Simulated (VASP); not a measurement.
# Zr3TiN4 (P4/mmm) in VASP: further runs

Zr3TiN4 is run at these levels: PBE; tasks: single point.

All numbers are computed with VASP 6.6.1; they aren't measurements. Logs are shortened: lines on timing, memory, paths and dates and some standing lists are left out, and cuts for length are marked.

## 1. The cell of the first run

The structure is tetragonal, space group P4/mmm (No. 123). The conventional cell has a = 3.204 Å, b = 3.204 Å, c = 9.033 Å, α = 90.00°, β = 90.00°, γ = 90.00°. Within 2.9 Å of Zr (site symmetry 4mm) lie 6 N at 2.18 to 2.33 Å. Within 3.0 Å of Zr (site symmetry 4/mmm) lie 6 N at 2.27 to 2.32 Å. Within 2.9 Å of Ti (site symmetry 4/mmm) lie 6 N at 2.19 to 2.27 Å. Within 2.9 Å of N (site symmetry 4mm) lie 1 Ti at 2.19 Å and 5 Zr at 2.27 to 2.32 Å. Within 2.9 Å of N (site symmetry 4/mmm) lie 2 Zr at 2.18 Å and 4 Ti at 2.27 Å. N (site symmetry 4/mmm) has 6 Zr at 2.27 to 2.33 Å within 3.0 Å.

## 2. Single point, PBE

Input file INCAR:

```
PREC = Accurate
ENCUT = 520
EDIFF = 1E-6
ISMEAR = 0
SIGMA = 0.1
LREAL = F
LASPH = T
NELM = 60
ALGO = Normal
ISIF = 2
LWAVE = F
LCHARG = F
GGA = PE
NBANDS = 44
```

Input file KPOINTS:

```
Automatic mesh
0
Gamma
  12 12 4
```

Input file POSCAR:

```
Zr3TiN4
1.0
    3.2039331965      0.0000000000      0.0000000000
    0.0000000000      3.2039331965      0.0000000000
    0.0000000000      0.0000000000      9.0330580784
Zr Ti N
3 1 4
Direct
    0.5000000000      0.5000000000      0.2416330389
    0.0000000000      0.0000000000      0.5000000000
    0.5000000000      0.5000000000      0.7583669611
    0.0000000000      0.0000000000      0.0000000000
    0.0000000000      0.0000000000      0.7572521235
    0.5000000000      0.5000000000      0.0000000000
    0.0000000000      0.0000000000      0.2427478765
    0.5000000000      0.5000000000      0.5000000000
```

Potentials or basis: VASP PAW PBE potentials, release 64 (Zr_sv, Ti_sv, N).

Command:

```console
> cat potpaw_PBE.64/Zr_sv/POTCAR potpaw_PBE.64/Ti_sv/POTCAR potpaw_PBE.64/N/POTCAR > POTCAR
> mpirun -np 1 vasp_std > vasp.out
```

OUTCAR:

```text
PREC = Accurate
   ENCUT = 520
   EDIFF = 1E-6
   ISMEAR = 0
   LREAL = F
   LASPH = T
   NELM = 60
   ISIF = 2
   GGA = PE

 ion  position               nearest neighbor table
   1  0.500  0.500  0.242-   6 2.18   7 2.27   7 2.27   7 2.27   7 2.27   8 2.33   4 3.15   4 3.15
                             4 3.15   4 3.15   2 3.25   2 3.25   2 3.25   2 3.25
   2  0.000  0.000  0.500-   8 2.27   8 2.27   8 2.27   8 2.27   5 2.32   7 2.32   3 3.25   3 3.25
                             1 3.25   3 3.25   1 3.25   1 3.25   3 3.25   1 3.25
   3  0.500  0.500  0.758-   6 2.18   5 2.27   5 2.27   5 2.27   5 2.27   8 2.33   4 3.15   4 3.15
                             4 3.15   4 3.15   2 3.25   2 3.25   2 3.25   2 3.25
   4  0.000  0.000  0.000-   5 2.19   7 2.19   6 2.27   6 2.27   6 2.27   6 2.27   3 3.15   3 3.15
                             1 3.15   3 3.15   1 3.15   1 3.15   3 3.15   1 3.15
   5  0.000  0.000  0.757-   4 2.19   3 2.27   3 2.27   3 2.27   3 2.27   2 2.32
   6  0.500  0.500  0.000-   1 2.18   3 2.18   4 2.27   4 2.27   4 2.27   4 2.27
   7  0.000  0.000  0.243-   4 2.19   1 2.27   1 2.27   1 2.27   1 2.27   2 2.32
   8  0.500  0.500  0.500-   2 2.27   2 2.27   2 2.27   2 2.27   3 2.33   1 2.33

  LATTYP: Found a simple tetragonal cell.
 ALAT       =     3.2039331965
 C/A-ratio  =     2.8193653002

  Lattice vectors:

 A1 = (   3.2039331965,   0.0000000000,   0.0000000000)
 A2 = (   0.0000000000,   3.2039331965,   0.0000000000)
 A3 = (   0.0000000000,   0.0000000000,   9.0330580784)

Analysis of symmetry for initial positions (statically):
=====================================================================
 Subroutine PRICEL returns:
 Original cell was already a primitive cell.

 Routine SETGRP: Setting up the symmetry group for a
 simple tetragonal supercell.

 Subroutine GETGRP returns: Found 16 space group operations
 (whereof 16 operations were pure point group operations)
 out of a pool of 16 trial point group operations.

The static configuration has the point symmetry D_4h.

Analysis of symmetry for dynamics (positions and initial velocities):
=====================================================================
 Subroutine PRICEL returns:
 Original cell was already a primitive cell.

 Routine SETGRP: Setting up the symmetry group for a
 simple tetragonal supercell.

 Subroutine GETGRP returns: Found 16 space group operations
 (whereof 16 operations were pure point group operations)
 out of a pool of 16 trial point group operations.

The dynamic configuration has the point symmetry D_4h.

[... 117 lines left out ...]
   ISYM   =      2    0-nonsym 1-usesym 2-fastsym
   POTIM  = 0.5000    time-step for ionic-motion
   TEBEG  =    0.0;   TEEND  =   0.0 temperature during run
   PSTRESS=    0.0 pullay stress
   NELECT =      68.0000    total number of electrons
   NUPDOWN=      -1.0000    fix difference up-down
   EMIN   =  10.00;   EMAX   =-10.00  energy-range for DOS
   EFERMI =   0.00;   METHOD = LEGACY
   ISMEAR =     0;   SIGMA  =   0.10  broadening in eV -4-tet -1-fermi 0-gaus
   EFERMI_NEDOS =   21; number of points for ismear=-14 and -15
   IALGO  =     38    algorithm
   IMIX   =      4    mixing-type and parameters
     AMIX     =   0.40;   BMIX     =  1.00
     AMIX_MAG =   1.60;   BMIX_MAG =  1.00
  volume/ion in A,a.u.               =      11.59        78.22
  Fermi-wavevector in a.u.,A,eV,Ry     =   1.476309  2.789819 29.653733  2.179488
  Thomas-Fermi vector in A             =   2.590851
   LORBIT       =      0    0 simple, 1 ext, 2 COOP (PROOUT), +10 PAW based schemes
   GGA     = PE    functional components
   LHFCALC =     F    Hartree Fock is set to
   AEXX    =    0.0000 exact exchange contribution
   IVDW    =     0    specifies the selected vdW correction
   LEPSILON=     F    determine dielectric tensor
   LRPA    =     F    only Hartree local field effects (RPA)
 non-spin polarized calculation
 Gauss-broadening in eV      SIGMA  =   0.10
  energy-cutoff  :      520.00
  volume of cell :       92.73
 maximum number of plane-waves:      2536
 NGX is ok and might be reduce to    24
   NGX = 11   NGY = 11   NGZ = 33

 number of electron      67.9999996 magnetization

 Free energy of the ion-electron system (eV)
  ---------------------------------------------------
  ext. energy  EPLUGINS =         0.00000000
  ---------------------------------------------------
  free energy    TOTEN  =       -80.41401371 eV

  energy without entropy =      -80.39714390  energy(sigma->0) =      -80.40557881

 E-fermi :  11.6440     XC(G=0): -12.5259

 val. band max:       11.6378801666   @ k =   0.2500   0.0833   0.5000
 cond. band min:      11.6535726914   @ k =   0.4167   0.3333   0.2500
 fundamental gap:      0.0156925247
 Fermi energy:        11.6440010145

 k-point     1 :       0.0000    0.0000    0.0000
  band No.  band energies     occupation
      1     -46.3103      2.00000
      2     -37.8754      2.00000
      3     -37.7541      2.00000
      4     -37.7204      2.00000
      5     -22.5528      2.00000
      6     -22.5257      2.00000
[... 1117 lines left out ...]
     43      15.3673      0.00000
     44      15.4214      0.00000

 [... further k-points ...]

------------------------ aborting loop because EDIFF is reached ----------------------------------------

  FORCE on cell =-STRESS in cart. coord.  units (eV):
  Direction    XX          YY          ZZ          XY          YZ          ZX
  --------------------------------------------------------------------------------------
  -------------------------------------------------------------------------------------
  Total        0.1446708      0.1446708      0.1702892      0.0000000     -0.0000000      0.0000000
  in kB        2.4997104      2.4997104      2.9423610      0.0000000     -0.0000000      0.0000000
  external PRESSURE =       2.6472606 kB  Pullay stress =       0.0000000 kB

 VOLUME and BASIS-vectors are now :
 -----------------------------------------------------------------------------
  energy-cutoff  :      520.00
  volume of cell :       92.73
      direct lattice vectors                 reciprocal lattice vectors
     3.203933196  0.000000000  0.000000000     0.312116370  0.000000000  0.000000000
     0.000000000  3.203933196  0.000000000     0.000000000  0.312116370  0.000000000
     0.000000000  0.000000000  9.033058078     0.000000000  0.000000000  0.110704480

 POSITION                                       TOTAL-FORCE (eV/Angst)
 -----------------------------------------------------------------------------------
      1.60197      1.60197      2.18269        -0.000000      0.000000     -0.001261
      0.00000      0.00000      4.51653         0.000000      0.000000      0.000000
      1.60197      1.60197      6.85037         0.000000     -0.000000      0.001261
      0.00000      0.00000      0.00000         0.000000      0.000000      0.000000
      0.00000      0.00000      6.84030         0.000000      0.000000     -0.005768
      1.60197      1.60197      0.00000         0.000000      0.000000      0.000000
      0.00000      0.00000      2.19276         0.000000      0.000000      0.005768
      1.60197      1.60197      4.51653         0.000000      0.000000      0.000000
 -----------------------------------------------------------------------------------
    total drift:                                0.000000     -0.000000     -0.000000

  FREE ENERGIE OF THE ION-ELECTRON SYSTEM (eV)
  ---------------------------------------------------
  free  energy   TOTEN  =       -80.4140137143 eV

  energy  without entropy=      -80.3971439009  energy(sigma->0) =      -80.40557881
```

Wall time 3.6 min (1 thread of AMD EPYC 9R45 (Zen 5), shared host); peak memory 0.37 GiB.

Results:

| Quantity | Value |
| --- | --- |
| Free energy | -80.4140 eV |
| Pressure | 0.3 GPa |
| Largest force | 0.006 eV/Å |
| Band gap on the k mesh | zero (bands 34 and 35 overlap by 3.09 eV) |

Forces in eV/Å, atoms in the order of the input:
```
Zr   0.000  0.000 -0.001
Zr   0.000  0.000  0.000
Zr   0.000  0.000  0.001
Ti   0.000  0.000  0.000
N    0.000  0.000 -0.006
N    0.000  0.000  0.000
N    0.000  0.000  0.006
N    0.000  0.000  0.000
```

## 3. Single point, PBE, collinear spin

Input file INCAR:

```
SYSTEM = Zr3TiN4
ALGO = Normal
EDIFF = 1E-6
ENCUT = 520
GGA = PE
ISIF = 2
ISMEAR = 0
ISPIN = 2
LASPH = .True.
LCHARG = .False.
LMAXMIX = 4
LORBIT = 11
LREAL = .False.
LWAVE = .False.
MAGMOM = 0 0 0 1 0 0 0 0
NBANDS = 48
NELM = 150
PREC = Accurate
SIGMA = 0.1
```

Input file KPOINTS:

```
k-points
0
Gamma
  6 6 2
  0 0 0
```

Input file POSCAR:

```
Zr3TiN4
1.0
    3.2033532131      0.0000000000      0.0000000000
    0.0000000000      3.2033532131      0.0000000000
    0.0000000000      0.0000000000      9.0456650994
Zr Ti N
3 1 4
Direct
    0.5000000000      0.5000000000      0.2413189065
    0.0000000000      0.0000000000      0.5000000000
    0.5000000000      0.5000000000      0.7586810935
    0.0000000000      0.0000000000      0.0000000000
    0.0000000000      0.0000000000      0.7569805639
    0.5000000000      0.5000000000      0.0000000000
    0.0000000000      0.0000000000      0.2430194361
    0.5000000000      0.5000000000      0.5000000000
```

Potentials or basis: VASP PAW PBE potentials, release 64 (Zr_sv, Ti_sv, N).

Command:

```console
> cat potpaw_PBE.64/Zr_sv/POTCAR potpaw_PBE.64/Ti_sv/POTCAR potpaw_PBE.64/N/POTCAR > POTCAR
> mpirun -np 1 vasp_std > vasp.out
```

Run time: 98 s. Hardware: 1 thread of AMD EPYC 9R45 (Zen 5), shared host; peak memory 0.27 GiB.

Results (log left out):

```
Free energy                                           : -80.4414 eV
Pressure                                              : 0.0 GPa
Largest force                                         : 0.004 eV/Å
Band gap on the k mesh                                : zero (filled and empty bands overlap)
Net moment                                            : 0.00 μB per cell
Valence electrons inside the program's atomic spheres : Zr 9.89, 9.87 (each value once); Ti 10.20; N 3.73, 3.70 (each value once)
```

Forces on the atoms (eV/Å):
```
Zr   0.000  0.000  0.004
Zr   0.000  0.000  0.000
Zr   0.000  0.000 -0.004
Ti   0.000  0.000  0.000
N    0.000  0.000 -0.003
N    0.000  0.000  0.000
N    0.000  0.000  0.003
N    0.000  0.000  0.000
```

Stress tensor (GPa, compression positive):
```
-0.08  0.00  0.00
 0.00 -0.08  0.00
 0.00  0.00  0.06
```

Levels at points of the mesh, in eV from the Fermi level:
Spin up:
```
           k point  band 32  band 33  band 34  band 35  band 36  band 37
(0.00, 0.00, 0.00)    -2.45    -2.44    -2.16    -1.97    -0.40    -0.40
(0.50, 0.00, 0.00)    -4.27     0.86     1.13     1.30     2.04     2.11
(0.50, 0.50, 0.00)    -3.02    -3.02    -2.85     0.77     0.77     1.42
(0.00, 0.00, 0.50)    -2.90    -2.90    -2.83    -1.10    -0.83     0.34
(0.50, 0.00, 0.50)    -4.77     0.98     0.98     1.26     2.12     2.18
(0.50, 0.50, 0.50)    -4.01    -1.33    -1.33    -1.14    -1.14     1.75
```
Spin down:
```tsv
k point	band 31	band 32	band 33	band 34	band 35	band 36	band 37	band 38
(0.00, 0.00, 0.00)	-2.45	-2.45	-2.44	-2.16	-1.97	-0.40	-0.40	-0.38
(0.50, 0.00, 0.00)	-4.81	-4.27	0.86	1.13	1.30	2.04	2.11	2.56
(0.50, 0.50, 0.00)	-3.19	-3.02	-3.02	-2.85	0.77	0.77	1.42	1.42
(0.00, 0.00, 0.50)	-2.92	-2.90	-2.90	-2.83	-1.10	-0.83	0.34	0.34
(0.50, 0.00, 0.50)	-4.85	-4.77	0.98	0.98	1.26	2.12	2.18	2.29
(0.50, 0.50, 0.50)	-4.01	-4.01	-1.33	-1.33	-1.14	-1.14	1.75	1.96
```

## 4. Single point, PBE, collinear spin

This run uses another cell than the first one, of 13.27 Å³/atom.

Input file INCAR:

```
PREC = Accurate ; ENCUT = 520
EDIFF = 1E-6 ; ISMEAR = 0
SIGMA = 0.1 ; LREAL = False
LASPH = True ; NELM = 150
ALGO = Normal ; ISIF = 2
LWAVE = False ; LCHARG = True
ISPIN = 2 ; MAGMOM = 0 0 0 1 0 0 0 0
LORBIT = 11 ; LMAXMIX = 4
GGA = PE ; LELF = True
LVHAR = True ; NBANDS = 48
```

Input file KPOINTS:

```
regular mesh
0
Gamma
  6 6 2
```

Input file POSCAR:

```
Zr3TiN4
1.0
    3.3479810100      0.0000000000      0.0000000000
    0.0000000000      3.3479810100      0.0000000000
    0.0000000000      0.0000000000      9.4695203100
Zr Ti N
3 1 4
Direct
    0.5000000000      0.5000000000      0.2500000000
    0.0000000000      0.0000000000      0.5000000000
    0.5000000000      0.5000000000      0.7500000000
    0.0000000000      0.0000000000      0.0000000000
    0.0000000000      0.0000000000      0.7500000000
    0.5000000000      0.5000000000      0.0000000000
    0.0000000000      0.0000000000      0.2500000000
    0.5000000000      0.5000000000      0.5000000000
```

Command:

```console
> cat potpaw_PBE.64/Zr_sv/POTCAR potpaw_PBE.64/Ti_sv/POTCAR potpaw_PBE.64/N/POTCAR > POTCAR
> mpirun -np 1 vasp_std > vasp.out
```

Wall time 2.7 min (1 thread of AMD EPYC 9R45 (Zen 5), shared host); peak memory 0.32 GiB.

The run converged. Its results:

```yaml
Free_energy: -79.1632 eV
Pressure: -25.1 GPa
Largest_force: 0.790 eV/Å
Band_gap_on_the_k_mesh: zero (filled and empty bands overlap)
Net_moment: 0.00 μB per cell
Valence_electrons_inside_the_program's_atomic_spheres: Zr 9.67, 9.71 (each value once); Ti 10.01; N 3.64, 3.59, 3.65 (each value once)
```

Forces in eV/Å, atoms in the order of the input:
```
Zr   0.000  0.000 -0.790
Zr   0.000  0.000  0.000
Zr   0.000  0.000  0.790
Ti   0.000  0.000  0.000
N    0.000  0.000  0.262
N    0.000  0.000  0.000
N    0.000  0.000 -0.262
N    0.000  0.000  0.000
```

Stress tensor (GPa, compression positive):
```
-25.01   0.00   0.00
  0.00 -25.01   0.00
  0.00   0.00 -25.26
```

Levels at points of the mesh, in eV from the Fermi level:
Spin up:
```tsv
k point	band 32	band 33	band 34	band 35	band 36	band 37
(0.00, 0.00, 0.00)	-2.18	-2.18	-1.84	-1.55	-0.34	-0.34
(0.50, 0.00, 0.00)	-3.93	0.65	0.97	1.06	1.71	1.75
(0.50, 0.50, 0.00)	-2.70	-2.68	-2.68	0.58	0.58	1.16
(0.00, 0.00, 0.50)	-2.51	-2.51	-2.26	-0.83	-0.75	0.30
(0.50, 0.00, 0.50)	-4.02	0.73	0.87	1.03	1.64	1.72
(0.50, 0.50, 0.50)	-3.56	-1.10	-1.10	-1.09	-1.09	1.42
```
Spin down:
```
           k point  band 32  band 33  band 34  band 35  band 36  band 37
(0.00, 0.00, 0.00)    -2.18    -2.18    -1.84    -1.55    -0.34    -0.34
(0.50, 0.00, 0.00)    -3.93     0.65     0.97     1.06     1.71     1.75
(0.50, 0.50, 0.00)    -2.70    -2.68    -2.68     0.58     0.58     1.16
(0.00, 0.00, 0.50)    -2.51    -2.51    -2.26    -0.83    -0.75     0.30
(0.50, 0.00, 0.50)    -4.02     0.74     0.87     1.03     1.64     1.72
(0.50, 0.50, 0.50)    -3.56    -1.10    -1.10    -1.08    -1.08     1.42
```

Caveat: the cell stands under tension.

## 5. The runs side by side

| spin | cell | k mesh | gap on the mesh (eV) | pressure (GPa) | moment (μB) | largest force (eV/Å) |
| --- | --- | --- | --- | --- | --- | --- |
| off | a = 3.204, b = 3.204, c = 9.033 Å, 8 atoms, atomic positions A | 12 × 12 × 4 | none | 0.3 | - | 0.01 |
| collinear | a = 3.203, b = 3.203, c = 9.046 Å, 8 atoms, atomic positions A | 6 × 6 × 2 | none | 0.0 | 0.00 | - |
| collinear | a = 3.348, b = 3.348, c = 9.470 Å, 8 atoms, atomic positions B | 6 × 6 × 2 | none | -25.1 | 0.00 | 0.79 |

Alike in all rows: task single point; level PBE; potentials or basis VASP PAW PBE potentials, release 64 (Zr_sv, Ti_sv, N); cutoff (eV) 520; smearing gaussian 0.1 eV.

Caveats: the cell stands under tension (at least some runs).

Absolute energies hang on the potentials; compare differences alone.
